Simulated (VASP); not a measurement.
Input of a VASP 6.6.1 run:

File POSCAR:

```
Mo
1.0
   -1.5764210372      1.5764210372      1.5764210372
    1.5764210372     -1.5764210372      1.5764210372
    1.5764210372      1.5764210372     -1.5764210372
Mo
1
Direct
    0.0000000000      0.0000000000      0.0000000000
```

INCAR.step1

```
SYSTEM = Mo
ALGO = Normal ; EDIFF = 1E-4
ENCUT = 520 ; GGA = PE
ISMEAR = 0 ; LASPH = .True.
LCHARG = .False. ; LREAL = .False.
LWAVE = .True. ; NBANDS = 13
NELM = 60 ; PREC = Accurate
SIGMA = 1.0
```

INCAR.step2

```
SYSTEM = Mo
ALGO = Normal ; EDIFF = 1E-6
ENCUT = 520 ; ISIF = 2
ISMEAR = 0 ; ISTART = 1
LASPH = .True. ; LCHARG = .False.
LMIXTAU = .True. ; LREAL = .False.
LWAVE = .False. ; METAGGA = R2SCAN
NBANDS = 13 ; NELM = 60
PREC = Accurate ; SIGMA = 1.0
```

KPOINTS

```
k-points
0
Gamma
  14 14 14
  0 0 0
```

Potentials or basis: VASP PAW PBE potentials, release 64 (Mo_sv).

The run is started by

```console
$ cat potpaw_PBE.64/Mo_sv/POTCAR > POTCAR
$ cp INCAR.step1 INCAR
$ mpirun -np 1 vasp_std > vasp.out
$ cp INCAR.step2 INCAR
$ mpirun -np 1 vasp_std > vasp.out
```

(1) Predict the pressure.

(2) What does it give for the band gap on the k mesh?

Results:

(1) 1.9 GPa.

(2) zero (bands 7 and 8 overlap by 5.55 eV).

Caveat: so wide a smearing shifts energies and pressures; the PAW data sets were made with another functional, which shifts forces and pressure a little.
